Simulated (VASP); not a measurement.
A run of VASP 6.6.1:

The input INCAR:

```
SYSTEM = Pd2Ru
PREC = Accurate
ENCUT = 520
EDIFF = 1E-7
ISMEAR = 0
SIGMA = 0.1
LREAL = .FALSE.
LASPH = .TRUE.
NELM = 60
ALGO = Normal
ISIF = 2
LWAVE = .FALSE.
LCHARG = .FALSE.
GGA = PE
NBANDS = 24
```

Contents of KPOINTS:

```
Automatic mesh
0
G
  8 8 8
  0 0 0
```

POSCAR

```
Pd2Ru
1.0
   -1.6469895987      1.6469895987      4.1323637505
    1.6469895987     -1.6469895987      4.1323637505
    1.6469895987      1.6469895987     -4.1323637505
Ru Pd
1 2
Direct
    0.0000000000      0.0000000000      0.0000000000
    0.6634933189      0.6634933189      0.0000000000
    0.3365066811      0.3365066811      0.0000000000
```

Potentials or basis: VASP PAW PBE potentials, release 64 (Ru_pv, Pd).

Command:

```bash
$ cat potpaw_PBE.64/Ru_pv/POTCAR potpaw_PBE.64/Pd/POTCAR > POTCAR
$ mpirun -np 1 vasp_std > vasp.out
```

Hardware: 1 thread of Intel(R) Xeon(R) 6975P-C (Granite Rapids), on a shared host.

Question: Estimate the wall time of this run.

Answer: Wall time 36 s on 1 thread of Intel(R) Xeon(R) 6975P-C (Granite Rapids) (shared host), peak memory 0.23 GiB. Counts: scf iterations 15, k points 59.
